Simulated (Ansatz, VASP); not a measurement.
MoS2: VASP beside Ansatz

```xyz
3
Lattice="1.5973 0.9222 6.1233 -1.5973 0.9222 6.1233 0.0000 -1.8444 6.1233" Properties=species:S:1:pos:R:3 pbc="T T T"
Mo    0.0000    0.0000    0.0000
S     0.0000    0.0000   13.7481
S     0.0000    0.0000   10.7446
```

Change from the starting cell: equal xx and yy strain of +1 %.

Alike in both runs: task single point; functional LDA; k mesh 15 × 15 × 15; occupations fermi-dirac, width 0.05 eV; no spin polarisation.

|  | VASP | Ansatz |
| --- | --- | --- |
| version | VASP 6.6.1 | Ansatz 0.2.0 |
| potentials or method | VASP PAW LDA potentials, release 64 (Mo_sv, S), cutoff 520 eV | all-electron LAPW, scalar-relativistic |

|  | VASP | Ansatz | Ansatz less VASP |
| --- | --- | --- | --- |
| pressure (GPa) | -1.5 | -1.6 | -0.05 |
| traceless stress, the component that is largest in VASP (GPa) | 5.57 | 5.61 | +0.039 |
| rms of the force components (eV/Å) | 0.288 | 0.284 | -0.0047 |

LDA's correlation is that of Perdew and Zunger in VASP and of Perdew and Wang (1992) in Ansatz. Atom by atom the forces differ by 0.005 eV/Å (rms over components). Ansatz ran all-electron here, and VASP with PAW potentials.
